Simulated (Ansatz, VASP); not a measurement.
## One calculation of NiO, two programs

```
Ni O
1.0
     0.00000    2.04948    2.09131
     2.04948    0.00000    2.09131
     2.04948    2.04948    0.00000
Ni O
1 1
Cartesian
  0.0000 0.0000 0.0000
  2.0495 2.0495 2.0913
```

Change from the starting cell: equal xx and yy strain of -2 %.

Alike in both runs: task single point; functional PBE; k mesh 17 × 17 × 17; occupations fermi-dirac, width 0.03 eV; collinear spin.

|  | VASP | Ansatz |
| --- | --- | --- |
| version | VASP 6.6.1 | Ansatz 0.2.0 |
| potentials or method | VASP PAW PBE potentials, release 64 (Ni, O), cutoff 520 eV | all-electron LAPW, scalar-relativistic |

Ansatz gave:

| Quantity | Value |
| --- | --- |
| pressure (GPa) | 12.9 |
| traceless stress, the component that is largest in VASP (GPa) | -1.88 |
| net moment per atom (μB) | 0.84 |
| size of the moment on the site where the two differ most (μB) | 1.41 |

Problem. Which values does VASP return?

Solution. Pressure (GPa): 11.9; traceless stress, the component that is largest in VASP (GPa): -1.77; net moment per atom (μB): 0.79; size of the moment on the site where the two differ most (μB): 1.31.

Site moments also hang on the region over which each program counts them. Ansatz ran all-electron here, and VASP with PAW potentials.
